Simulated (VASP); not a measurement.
# ZrS in VASP: further runs

ZrS is run at these levels: LDA; tasks: single point.

Program: VASP 6.6.1. These are calculated values, not measurements. Logs are shortened: lines on timing, memory, paths and dates and some standing lists are left out, and cuts for length are marked.

**1. The cell of the first run**

It takes space group I4/mmm (No. 139, tetragonal). Conventional cell: a = 3.630 Å, b = 3.630 Å, c = 5.015 Å, α = 90.00°, β = 90.00°, γ = 90.00°. Within 3.3 Å of Zr (site symmetry 4/mmm) lie 6 S at 2.51 to 2.57 Å. Within 3.3 Å of S (site symmetry 4/mmm) lie 6 Zr at 2.51 to 2.57 Å.

**2. Single point, LDA (the cell strained)**

Input file INCAR:

```
ALGO     = Normal         # electronic algorithm
EDIFF    = 1E-6           # SCF threshold, eV
ENCUT    = 520            # plane-wave cutoff, eV
ISIF     = 2              # what is computed and relaxed
ISMEAR   = 0              # smearing method
LASPH    = True           # aspherical terms in the spheres
LCHARG   = True           # write CHGCAR
LELF     = True           # ELF
LREAL    = False          # projectors in reciprocal space
LVHAR    = True         
LWAVE    = False          # write WAVECAR
NBANDS   = 16             # bands
NELM     = 100            # most SCF steps
PREC     = Accurate       # precision mode
SIGMA    = 0.15           # smearing width, eV
```

Input file KPOINTS:

```
k-points
0
Gamma
  16 16 16
```

Input file POSCAR:

```
ZrS
1.0
    0.0000000000      2.5671447250      2.5671447250
    2.5073302529      0.0000000000      2.5671447250
    2.5073302529      2.5671447250      0.0000000000
Zr S
1 1
Direct
    0.0000000000      0.0000000000      0.0000000000
    0.5000000000      0.5000000000      0.5000000000
```

Potentials or basis: VASP PAW LDA potentials, release 64 (Zr_sv, S).

On the command line:

```
> cat potpaw_LDA.64/Zr_sv/POTCAR potpaw_LDA.64/S/POTCAR > POTCAR
> mpirun -np 1 vasp_std > vasp.out
```

OUTCAR:

```text
EDIFF = 1E-6
   ENCUT = 520
   ISIF = 2
   ISMEAR = 0
   LASPH = True
   LREAL = False
   NELM = 100
   PREC = Accurate

 ion  position               nearest neighbor table
   1  0.000  0.000  0.000-   2 2.51   2 2.51   2 2.57   2 2.57   2 2.57   2 2.57
   2  0.500  0.500  0.500-   1 2.51   1 2.51   1 2.57   1 2.57   1 2.57   1 2.57

  LATTYP: Found a body centered tetragonal cell.
 ALAT       =     3.6304908867
 C/A-ratio  =     1.3812623864

  Lattice vectors:

 A1 = (  -2.5073302529,   0.0000000000,  -2.5671447250)
 A2 = (  -2.5073302529,   0.0000000000,   2.5671447250)
 A3 = (   2.5073302529,   2.5671447250,   0.0000000000)

Analysis of symmetry for initial positions (statically):
=====================================================================
 Subroutine PRICEL returns:
 Original cell was already a primitive cell.

 Routine SETGRP: Setting up the symmetry group for a
 body centered tetragonal supercell.

 Subroutine GETGRP returns: Found 16 space group operations
 (whereof 16 operations were pure point group operations)
 out of a pool of 16 trial point group operations.

The static configuration has the point symmetry D_4h.

Analysis of symmetry for dynamics (positions and initial velocities):
=====================================================================
 Subroutine PRICEL returns:
 Original cell was already a primitive cell.

 Routine SETGRP: Setting up the symmetry group for a
 body centered tetragonal supercell.

 Subroutine GETGRP returns: Found 16 space group operations
 (whereof 16 operations were pure point group operations)
 out of a pool of 16 trial point group operations.

The dynamic configuration has the point symmetry D_4h.

 Subroutine INISYM returns: Found 16 space group operations
 (whereof 16 operations are pure point group operations),
 and found     1 'primitive' translations

----------------------------------------------------------------------------------------

                                     Primitive cell

  volume of cell :      33.0478

  direct lattice vectors                    reciprocal lattice vectors
     0.000000000  2.567144725  2.567144725    -0.199415294  0.194768918  0.194768918
     2.507330253  0.000000000  2.567144725     0.199415294 -0.194768918  0.194768918
     2.507330253  2.567144725  0.000000000     0.199415294  0.194768918 -0.194768918

  length of vectors
     3.630490887  3.588444933  3.588444933     0.340053411  0.340053411  0.340053411

  position of ions in fractional coordinates (direct lattice)
     0.000000000  0.000000000  0.000000000
     0.500000000  0.500000000  0.500000000

  ion indices of the primitive-cell ions
   primitive index   ion index
                 1           1
                 2           2

----------------------------------------------------------------------------------------

 KPOINTS: k-points

Automatic generation of k-mesh.
 Grid dimensions read from file:
 generate k-points for:   16   16   16

 Generating k-lattice:

  Cartesian coordinates                     Fractional coordinates (reciprocal lattice)
    -0.012463456  0.012173057  0.012173057     0.062500000  0.000000000  0.000000000
     0.012463456 -0.012173057  0.012173057     0.000000000  0.062500000  0.000000000
     0.012463456  0.012173057 -0.012173057     0.000000000  0.000000000  0.062500000

  Length of vectors
     0.021253338  0.021253338  0.021253338

  Shift w.r.t. Gamma in fractional coordinates (k-lattice)
     0.000000000  0.000000000  0.000000000

 Subroutine IBZKPT returns following result:
 ===========================================

 Found    349 irreducible k-points:

 Following reciprocal coordinates:
            Coordinates               Weight
  0.000000  0.000000  0.000000      1.000000
  0.062500  0.000000  0.000000      8.000000
  0.125000  0.000000  0.000000      8.000000
  0.187500 -0.000000 -0.000000      8.000000
  0.250000  0.000000  0.000000      8.000000
  0.312500  0.000000  0.000000      8.000000
[... 16 lines left out ...]
 -0.125000  0.062500  0.000000     16.000000
 -0.062500  0.062500  0.000000      8.000000
 [... further k-points ...]
   k-points           NKPTS =    349   k-points in BZ     NKDIM =    349   number of bands    NBANDS=     16
   number of dos      NEDOS =    301   number of ions     NIONS =      2
   total plane-waves  NPLWV =  21952
   dimension x,y,z NGX =    28 NGY =   28 NGZ =   28
   dimension x,y,z NGXF=    56 NGYF=   56 NGZF=   56
   ions per type =               1   1
   NGX,Y,Z   is equivalent  to a cutoff of  12.82, 12.97, 12.97 a.u.
   NGXF,Y,Z  is equivalent  to a cutoff of  25.64, 25.94, 25.94 a.u.
 SYSTEM =  unknown system
   PREC   = accura    normal or accurate (medium, high low for compatibility)
   ISTART =      0    job   : 0-new  1-cont  2-samecut
   ICHARG =      2    charge: 1-file 2-atom 10-const
   ISPIN  =      1    spin polarized calculation?
   LNONCOLLINEAR =      F non collinear calculations
   LSORBIT =      F    spin-orbit coupling
   LASPH  =      T    aspherical Exc in radial PAW
   ENCUT  =  520.0 eV  38.22 Ry    6.18 a.u.   6.75  6.67  6.67*2*pi/ulx,y,z
   NELM   =    100;   NELMIN=  2; NELMDL= -5     # of ELM steps
   EDIFF  = 0.1E-05   stopping-criterion for ELM
   LREAL  =      F    real-space projection
   EDIFFG = 0.1E-04   stopping-criterion for IOM
   NSW    =      0    number of steps for IOM
   IBRION =     -1    ionic relax: 0-MD 1-quasi-New 2-CG
   NFREE  =      0    steps in history (QN), initial steepest desc. (CG)
   ISIF   =      2    stress and relaxation
   ISYM   =      2    0-nonsym 1-usesym 2-fastsym
   POTIM  = 0.5000    time-step for ionic-motion
   TEBEG  =    0.0;   TEEND  =   0.0 temperature during run
   PSTRESS=    0.0 pullay stress
   NELECT =      18.0000    total number of electrons
   NUPDOWN=      -1.0000    fix difference up-down
   EMIN   =  10.00;   EMAX   =-10.00  energy-range for DOS
   EFERMI =   0.00;   METHOD = LEGACY
   ISMEAR =     0;   SIGMA  =   0.15  broadening in eV -4-tet -1-fermi 0-gaus
   EFERMI_NEDOS =   21; number of points for ismear=-14 and -15
   IALGO  =     38    algorithm
   IMIX   =      4    mixing-type and parameters
     AMIX     =   0.40;   BMIX     =  1.00
     AMIX_MAG =   1.60;   BMIX_MAG =  1.00
  volume/ion in A,a.u.               =      16.52       111.51
  Fermi-wavevector in a.u.,A,eV,Ry     =   1.336960  2.526487 24.319879  1.787461
  Thomas-Fermi vector in A             =   2.465545
   LORBIT       =      0    0 simple, 1 ext, 2 COOP (PROOUT), +10 PAW based schemes
   GGA     = CA    functional components
   LHFCALC =     F    Hartree Fock is set to
   AEXX    =    0.0000 exact exchange contribution
   IVDW    =     0    specifies the selected vdW correction
   LEPSILON=     F    determine dielectric tensor
   LRPA    =     F    only Hartree local field effects (RPA)
 non-spin polarized calculation
 Gauss-broadening in eV      SIGMA  =   0.15
  energy-cutoff  :      520.00
  volume of cell :       33.05
 maximum number of plane-waves:       909
   NGX = 13   NGY = 13   NGZ = 13

 number of electron      18.0000000 magnetization

 Free energy of the ion-electron system (eV)
  ---------------------------------------------------
  ext. energy  EPLUGINS =         0.00000000
  ---------------------------------------------------
  free energy    TOTEN  =       -17.14451598 eV

  energy without entropy =      -17.13201523  energy(sigma->0) =      -17.13826560

 E-fermi :  11.6836     XC(G=0): -11.9683

 val. band max:       11.6777248377   @ k =  -0.3125   0.3750   0.1875
 cond. band min:      11.6836614792   @ k =  -0.3125   0.4375   0.2500
 fundamental gap:      0.0059366414
 Fermi energy:        11.6835805860

 k-point     1 :       0.0000    0.0000    0.0000
  band No.  band energies     occupation
      1     -37.8099      2.00000
      2     -15.9471      2.00000
      3     -15.9218      2.00000
      4     -15.9218      2.00000
      5      -4.4668      2.00000
      6       8.1603      2.00000
[... 8 lines left out ...]
     15      18.9211      0.00000
     16      24.7043      0.00000

 k-point     2 :       0.0625    0.0000    0.0000
  band No.  band energies     occupation
      1     -37.8083      2.00000
      2     -15.9593      2.00000
      3     -15.9318      2.00000
      4     -15.9238      2.00000
      5      -4.4055      2.00000
      6       7.8220      2.00000
[... 8 lines left out ...]
     15      19.1159      0.00000
     16      24.4005      0.00000

 k-point     3 :       0.1250    0.0000    0.0000
  band No.  band energies     occupation
      1     -37.8037      2.00000
      2     -16.0127      2.00000
      3     -15.9408      2.00000
      4     -15.9295      2.00000
      5      -4.2278      2.00000
      6       7.0513      2.00000
[... 8 lines left out ...]
     15      19.6362      0.00000
     16      23.5852      0.00000

 k-point     4 :       0.1875   -0.0000   -0.0000
  band No.  band energies     occupation
      1     -37.7968      2.00000
      2     -16.0977      2.00000
      3     -15.9475      2.00000
      4     -15.9380      2.00000
      5      -3.9521      2.00000
      6       6.1562      2.00000
[... 8 lines left out ...]
     15      20.1898      0.00000
     16      22.8620      0.00000

 k-point     5 :       0.2500    0.0000    0.0000
  band No.  band energies     occupation
      1     -37.7887      2.00000
      2     -16.1963      2.00000
      3     -15.9545      2.00000
      4     -15.9480      2.00000
      5      -3.6080      2.00000
      6       5.2745      2.00000
[... 8 lines left out ...]
     15      20.3063      0.00000
     16      21.7607      0.00000

 k-point     6 :       0.3125    0.0000    0.0000
  band No.  band energies     occupation
      1     -37.7805      2.00000
      2     -16.2926      2.00000
      3     -15.9613      2.00000
      4     -15.9579      2.00000
      5      -3.2358      2.00000
      6       4.4803      2.00000
[... 8 lines left out ...]
     15      20.4666      0.00000
     16      20.4679      0.00000
[... 267 lines left out ...]
 k-point    21 :      -0.2500    0.0625    0.0000
  band No.  band energies     occupation
      1     -37.7848      2.00000
      2     -16.2332      2.00000
      3     -15.9705      2.00000
      4     -15.9490      2.00000
      5      -3.4522      2.00000
      6       4.9201      2.00000
[... 8 lines left out ...]
     15      20.4058      0.00000
     16      20.8908      0.00000

 k-point    22 :      -0.1875    0.0625    0.0000
  band No.  band energies     occupation
      1     -37.7929      2.00000
      2     -16.1383      2.00000
      3     -15.9592      2.00000
      4     -15.9411      2.00000
      5      -3.7984      2.00000
      6       5.7086      2.00000
[... 8 lines left out ...]
     15      20.3613      0.00000
     16      21.8465      0.00000

 k-point    23 :      -0.1250    0.0625    0.0000
  band No.  band energies     occupation
      1     -37.8002      2.00000
      2     -16.0518      2.00000
      3     -15.9466      2.00000
      4     -15.9352      2.00000
      5      -4.0930      2.00000
      6       6.5246      2.00000
[... 8 lines left out ...]
     15      19.9807      0.00000
     16      22.8479      0.00000

 k-point    24 :      -0.0625    0.0625    0.0000
  band No.  band energies     occupation
      1     -37.8056      2.00000
      2     -15.9892      2.00000
      3     -15.9337      2.00000
      4     -15.9316      2.00000
      5      -4.3028      2.00000
      6       7.2844      2.00000
[... 8 lines left out ...]
     15      19.4257      0.00000
     16      23.9434      0.00000

 [... further k-points ...]

------------------------ aborting loop because EDIFF is reached ----------------------------------------

  FORCE on cell =-STRESS in cart. coord.  units (eV):
  Direction    XX          YY          ZZ          XY          YZ          ZX
  --------------------------------------------------------------------------------------
  -------------------------------------------------------------------------------------
  Total        2.1660207      0.2536942      0.2536942      0.0000000      0.0000000     -0.0000000
  in kB      105.0100697     12.2992567     12.2992567      0.0000000      0.0000000     -0.0000000
  external PRESSURE =      43.2028610 kB  Pullay stress =       0.0000000 kB

 VOLUME and BASIS-vectors are now :
 -----------------------------------------------------------------------------
  energy-cutoff  :      520.00
  volume of cell :       33.05
      direct lattice vectors                 reciprocal lattice vectors
     0.000000000  2.567144725  2.567144725    -0.199415294  0.194768918  0.194768918
     2.507330253  0.000000000  2.567144725     0.199415294 -0.194768918  0.194768918
     2.507330253  2.567144725  0.000000000     0.199415294  0.194768918 -0.194768918

 POSITION                                       TOTAL-FORCE (eV/Angst)
 -----------------------------------------------------------------------------------
      0.00000      0.00000      0.00000        -0.000000      0.000000      0.000000
      2.50733      2.56714      2.56714         0.000000     -0.000000      0.000000
 -----------------------------------------------------------------------------------
    total drift:                                0.000000      0.000000      0.000000

  FREE ENERGIE OF THE ION-ELECTRON SYSTEM (eV)
  ---------------------------------------------------
  free  energy   TOTEN  =       -17.1445159818 eV

  energy  without entropy=      -17.1320152263  energy(sigma->0) =      -17.13826560
```

It took 4.2 min on 1 thread of AMD EPYC 7R43 (Zen 3), shared host; peak memory 0.25 GiB.

What came out:

```
Free energy            : -17.1445 eV
Pressure               : 4.3 GPa
Band gap on the k mesh : zero (bands 9 and 10 overlap by 3.27 eV)
```

Stress tensor (GPa, compression positive):
```
10.50  0.00  0.00
 0.00  1.23  0.00
 0.00  0.00  1.23
```

Caveat: the cell differs from its parent crystal (the cell strained); the cell stands under pressure.

(Continued in part 2 of 2.)
